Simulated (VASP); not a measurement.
# MgS (I4/mmm) in VASP: further runs

MgS is run at these levels: PBE; tasks: single point.

All numbers are computed with VASP 6.6.1; they aren't measurements. Logs are shortened: lines on timing, memory, paths and dates and some standing lists are left out, and cuts for length are marked.

### 1 The cell of the first run

It takes space group I4/mmm (No. 139, tetragonal). The conventional cell has a = 3.771 Å, b = 3.771 Å, c = 5.073 Å, α = 90.00°, β = 90.00°, γ = 90.00°. Within 3.3 Å of Mg (site symmetry 4/mmm) lie 6 S at 2.54 to 2.67 Å. S (site symmetry 4/mmm) has 6 Mg at 2.54 to 2.67 Å within 3.3 Å.

### 2 Single point, PBE (strain +0.025 along x and y, -0.025 along z)

Input file INCAR:

```
PREC     = Accurate       # precision mode
ENCUT    = 520            # plane-wave cutoff, eV
EDIFF    = 1E-6           # SCF threshold, eV
ISMEAR   = 0              # smearing method
SIGMA    = 0.05           # smearing width, eV
LREAL    = False          # projectors in reciprocal space
LASPH    = True           # aspherical terms in the spheres
NELM     = 100            # most SCF steps
ALGO     = Normal         # electronic algorithm
ISIF     = 2              # what is computed and relaxed
LWAVE    = False          # write WAVECAR
LCHARG   = True           # write CHGCAR
GGA      = PE             # functional
LELF     = True           # ELF
LVHAR    = True         
NBANDS   = 11             # bands
```

Input file KPOINTS:

```
regular mesh
0
Gamma
  8 8 8
```

Input file POSCAR:

```
MgS
1.0
    0.0000000000      2.6666912500      2.5366087500
    2.6666912500      0.0000000000      2.5366087500
    2.6666912500      2.6666912500      0.0000000000
Mg S
1 1
Direct
    0.0000000000      0.0000000000      0.0000000000
    0.5000000000      0.5000000000      0.5000000000
```

Potentials or basis: VASP PAW PBE potentials, release 64 (Mg, S).

Run with:

```console
$ cat potpaw_PBE.64/Mg/POTCAR potpaw_PBE.64/S/POTCAR > POTCAR
$ mpirun -np 1 vasp_std > vasp.out
```

OUTCAR:

```text
PREC = Accurate
   ENCUT = 520
   EDIFF = 1E-6
   ISMEAR = 0
   LREAL = False
   LASPH = True
   NELM = 100
   ISIF = 2
   GGA = PE

 ion  position               nearest neighbor table
   1  0.000  0.000  0.000-   2 2.54   2 2.54   2 2.67   2 2.67   2 2.67   2 2.67
   2  0.500  0.500  0.500-   1 2.54   1 2.54   1 2.67   1 2.67   1 2.67   1 2.67

  LATTYP: Found a body centered tetragonal cell.
 ALAT       =     3.7712709324
 C/A-ratio  =     1.3452275349

  Lattice vectors:

 A1 = (   0.0000000000,  -2.6666912500,  -2.5366087500)
 A2 = (   0.0000000000,   2.6666912500,  -2.5366087500)
 A3 = (   2.6666912500,   0.0000000000,   2.5366087500)

Analysis of symmetry for initial positions (statically):
=====================================================================
 Subroutine PRICEL returns:
 Original cell was already a primitive cell.

 Routine SETGRP: Setting up the symmetry group for a
 body centered tetragonal supercell.

 Subroutine GETGRP returns: Found 16 space group operations
 (whereof 16 operations were pure point group operations)
 out of a pool of 16 trial point group operations.

The static configuration has the point symmetry D_4h.

Analysis of symmetry for dynamics (positions and initial velocities):
=====================================================================
 Subroutine PRICEL returns:
 Original cell was already a primitive cell.

 Routine SETGRP: Setting up the symmetry group for a
 body centered tetragonal supercell.

 Subroutine GETGRP returns: Found 16 space group operations
 (whereof 16 operations were pure point group operations)
 out of a pool of 16 trial point group operations.

The dynamic configuration has the point symmetry D_4h.

 Subroutine INISYM returns: Found 16 space group operations
 (whereof 16 operations are pure point group operations),
 and found     1 'primitive' translations

----------------------------------------------------------------------------------------

                                     Primitive cell

  volume of cell :      36.0769

  direct lattice vectors                    reciprocal lattice vectors
     0.000000000  2.666691250  2.536608750    -0.187498272  0.187498272  0.197113567
     2.666691250  0.000000000  2.536608750     0.187498272 -0.187498272  0.197113567
     2.666691250  2.666691250  0.000000000     0.187498272  0.187498272 -0.197113567

  length of vectors
     3.680438313  3.680438313  3.771270932     0.330401214  0.330401214  0.330401214

  position of ions in fractional coordinates (direct lattice)
     0.000000000  0.000000000  0.000000000
     0.500000000  0.500000000  0.500000000

  ion indices of the primitive-cell ions
   primitive index   ion index
                 1           1
                 2           2

----------------------------------------------------------------------------------------

 KPOINTS: regular mesh

Automatic generation of k-mesh.
 Grid dimensions read from file:
 generate k-points for:    8    8    8

 Generating k-lattice:

  Cartesian coordinates                     Fractional coordinates (reciprocal lattice)
    -0.023437284  0.023437284  0.024639196     0.125000000  0.000000000  0.000000000
     0.023437284 -0.023437284  0.024639196     0.000000000  0.125000000  0.000000000
     0.023437284  0.023437284 -0.024639196     0.000000000  0.000000000  0.125000000

  Length of vectors
     0.041300152  0.041300152  0.041300152

  Shift w.r.t. Gamma in fractional coordinates (k-lattice)
     0.000000000  0.000000000  0.000000000

 Subroutine IBZKPT returns following result:
 ===========================================

 Found     59 irreducible k-points:

 Following reciprocal coordinates:
            Coordinates               Weight
  0.000000  0.000000  0.000000      1.000000
  0.125000  0.000000  0.000000      8.000000
  0.250000  0.000000  0.000000      8.000000
  0.375000  0.000000  0.000000      8.000000
  0.500000  0.000000  0.000000      4.000000
  0.125000  0.125000  0.000000      2.000000
[... 16 lines left out ...]
  0.250000  0.000000  0.125000     16.000000
  0.375000  0.000000  0.125000     16.000000
 [... further k-points ...]
   k-points           NKPTS =     59   k-points in BZ     NKDIM =     59   number of bands    NBANDS=     11
   number of dos      NEDOS =    301   number of ions     NIONS =      2
   total plane-waves  NPLWV =  21952
   dimension x,y,z NGX =    28 NGY =   28 NGZ =   28
   dimension x,y,z NGXF=    56 NGYF=   56 NGZF=   56
   ions per type =               1   1
   NGX,Y,Z   is equivalent  to a cutoff of  12.65, 12.65, 12.34 a.u.
   NGXF,Y,Z  is equivalent  to a cutoff of  25.30, 25.30, 24.69 a.u.
 SYSTEM =  unknown system
   PREC   = accura    normal or accurate (medium, high low for compatibility)
   ISTART =      0    job   : 0-new  1-cont  2-samecut
   ICHARG =      2    charge: 1-file 2-atom 10-const
   ISPIN  =      1    spin polarized calculation?
   LNONCOLLINEAR =      F non collinear calculations
   LSORBIT =      F    spin-orbit coupling
   LASPH  =      T    aspherical Exc in radial PAW
   ENCUT  =  520.0 eV  38.22 Ry    6.18 a.u.   6.84  6.84  7.01*2*pi/ulx,y,z
   NELM   =    100;   NELMIN=  2; NELMDL= -5     # of ELM steps
   EDIFF  = 0.1E-05   stopping-criterion for ELM
   LREAL  =      F    real-space projection
   EDIFFG = 0.1E-04   stopping-criterion for IOM
   NSW    =      0    number of steps for IOM
   IBRION =     -1    ionic relax: 0-MD 1-quasi-New 2-CG
   NFREE  =      0    steps in history (QN), initial steepest desc. (CG)
   ISIF   =      2    stress and relaxation
   ISYM   =      2    0-nonsym 1-usesym 2-fastsym
   POTIM  = 0.5000    time-step for ionic-motion
   TEBEG  =    0.0;   TEEND  =   0.0 temperature during run
   PSTRESS=    0.0 pullay stress
   NELECT =       8.0000    total number of electrons
   NUPDOWN=      -1.0000    fix difference up-down
   EMIN   =  10.00;   EMAX   =-10.00  energy-range for DOS
   EFERMI =   0.00;   METHOD = LEGACY
   ISMEAR =     0;   SIGMA  =   0.05  broadening in eV -4-tet -1-fermi 0-gaus
   EFERMI_NEDOS =   21; number of points for ismear=-14 and -15
   IALGO  =     38    algorithm
   IMIX   =      4    mixing-type and parameters
     AMIX     =   0.40;   BMIX     =  1.00
     AMIX_MAG =   1.60;   BMIX_MAG =  1.00
  volume/ion in A,a.u.               =      18.04       121.73
  Fermi-wavevector in a.u.,A,eV,Ry     =   0.990897  1.872524 13.359245  0.981877
  Thomas-Fermi vector in A             =   2.122600
   LORBIT       =      0    0 simple, 1 ext, 2 COOP (PROOUT), +10 PAW based schemes
   GGA     = PE    functional components
   LHFCALC =     F    Hartree Fock is set to
   AEXX    =    0.0000 exact exchange contribution
   IVDW    =     0    specifies the selected vdW correction
   LEPSILON=     F    determine dielectric tensor
   LRPA    =     F    only Hartree local field effects (RPA)
 non-spin polarized calculation
 Gauss-broadening in eV      SIGMA  =   0.05
  energy-cutoff  :      520.00
  volume of cell :       36.08
 maximum number of plane-waves:       990
   NGX = 13   NGY = 13   NGZ = 13

 number of electron       8.0000000 magnetization

 Free energy of the ion-electron system (eV)
  ---------------------------------------------------
  ext. energy  EPLUGINS =         0.00000000
  ---------------------------------------------------
  free energy    TOTEN  =        -8.48358773 eV

  energy without entropy =       -8.48358773  energy(sigma->0) =       -8.48358773

 E-fermi :   3.8238     XC(G=0):  -9.5857

 val. band max:        3.5848608864   @ k =   0.0000   0.0000   0.0000
 cond. band min:       6.1025813564   @ k =   0.5000   0.5000   0.0000
 fundamental gap:      2.5177204699
 Fermi energy:         3.8237923419

 k-point     1 :       0.0000    0.0000    0.0000
  band No.  band energies     occupation
      1      -9.0267      2.00000
      2       3.3491      2.00000
      3       3.5849      2.00000
      4       3.5849      2.00000
      5       7.0348      0.00000
      6      11.3261      0.00000
      7      11.3261      0.00000
      8      11.8335      0.00000
      9      13.4942      0.00000
     10      14.1451      0.00000
     11      16.0151      0.00000

 k-point     2 :       0.1250    0.0000    0.0000
  band No.  band energies     occupation
      1      -8.8814      2.00000
      2       2.4594      2.00000
      3       3.3722      2.00000
      4       3.4627      2.00000
      5       7.8446      0.00000
      6      11.1266      0.00000
      7      11.5231      0.00000
      8      11.9285      0.00000
      9      12.9461      0.00000
     10      13.4115      0.00000
     11      16.0123      0.00000

 k-point     3 :       0.2500    0.0000    0.0000
  band No.  band energies     occupation
      1      -8.4896      2.00000
      2       0.7553      2.00000
      3       3.1988      2.00000
      4       3.2037      2.00000
      5       8.3712      0.00000
      6      11.0183      0.00000
      7      11.5170      0.00000
      8      11.7638      0.00000
      9      13.7471      0.00000
     10      13.7853      0.00000
     11      15.3072      0.00000
[... 267 lines left out ...]
 k-point    23 :       0.2500    0.0000    0.1250
  band No.  band energies     occupation
      1      -8.5398      2.00000
      2       1.2804      2.00000
      3       2.8585      2.00000
      4       3.0451      2.00000
      5       8.8666      0.00000
      6      10.3122      0.00000
      7      10.7164      0.00000
      8      12.3802      0.00000
      9      13.2608      0.00000
     10      14.5359      0.00000
     11      16.7435      0.00000

 k-point    24 :       0.3750    0.0000    0.1250
  band No.  band energies     occupation
      1      -8.0883      2.00000
      2      -0.1200      2.00000
      3       2.5929      2.00000
      4       2.7874      2.00000
      5       8.7590      0.00000
      6       9.9468      0.00000
      7      11.6036      0.00000
      8      11.8454      0.00000
      9      14.8030      0.00000
     10      16.1725      0.00000
     11      16.3324      0.00000

 [... further k-points ...]

------------------------ aborting loop because EDIFF is reached ----------------------------------------

  FORCE on cell =-STRESS in cart. coord.  units (eV):
  Direction    XX          YY          ZZ          XY          YZ          ZX
  --------------------------------------------------------------------------------------
  -------------------------------------------------------------------------------------
  Total       -0.4980029     -0.4980029      0.6267287      0.0000000      0.0000000      0.0000000
  in kB      -22.1163521    -22.1163521     27.8330759      0.0000000      0.0000000      0.0000000
  external PRESSURE =      -5.4665428 kB  Pullay stress =       0.0000000 kB

 VOLUME and BASIS-vectors are now :
 -----------------------------------------------------------------------------
  energy-cutoff  :      520.00
  volume of cell :       36.08
      direct lattice vectors                 reciprocal lattice vectors
     0.000000000  2.666691250  2.536608750    -0.187498272  0.187498272  0.197113567
     2.666691250  0.000000000  2.536608750     0.187498272 -0.187498272  0.197113567
     2.666691250  2.666691250  0.000000000     0.187498272  0.187498272 -0.197113567

 POSITION                                       TOTAL-FORCE (eV/Angst)
 -----------------------------------------------------------------------------------
      0.00000      0.00000      0.00000         0.000000     -0.000000      0.000000
      2.66669      2.66669      2.53661        -0.000000      0.000000      0.000000
 -----------------------------------------------------------------------------------
    total drift:                                0.000000      0.000000      0.000000

  FREE ENERGIE OF THE ION-ELECTRON SYSTEM (eV)
  ---------------------------------------------------
  free  energy   TOTEN  =        -8.4835877296 eV

  energy  without entropy=       -8.4835877296  energy(sigma->0) =       -8.48358773
```

Run time: 11 s. Hardware: 1 thread of Intel Xeon 6975P-C (Granite Rapids), shared host; peak memory 0.17 GiB.

What came out:

```yaml
Free_energy: -8.4836 eV
Pressure: -0.5 GPa
Band_gap_on_the_k_mesh: 2.52 eV, indirect (least direct gap 3.45 eV)
```

Levels at points of the mesh, in eV from the valence-band top:
```
           k point  band 2  band 3  band 4  band 5  band 6  band 7
(0.00, 0.00, 0.00)   -0.24    0.00    0.00    3.45    7.74    7.74
(0.50, 0.00, 0.00)   -4.78   -0.70   -0.58    4.41    6.55    7.13
(0.50, 0.50, 0.00)   -4.11   -1.84   -1.84    2.52    4.28   12.03
(0.50, 0.00, 0.50)   -4.16   -1.84   -1.42    2.75    4.47   11.51
```

Caveat: the cell differs from its parent crystal (strain +0.025 along x and y, -0.025 along z). A k mesh can miss the band edges.

(Continued in part 2 of 2.)
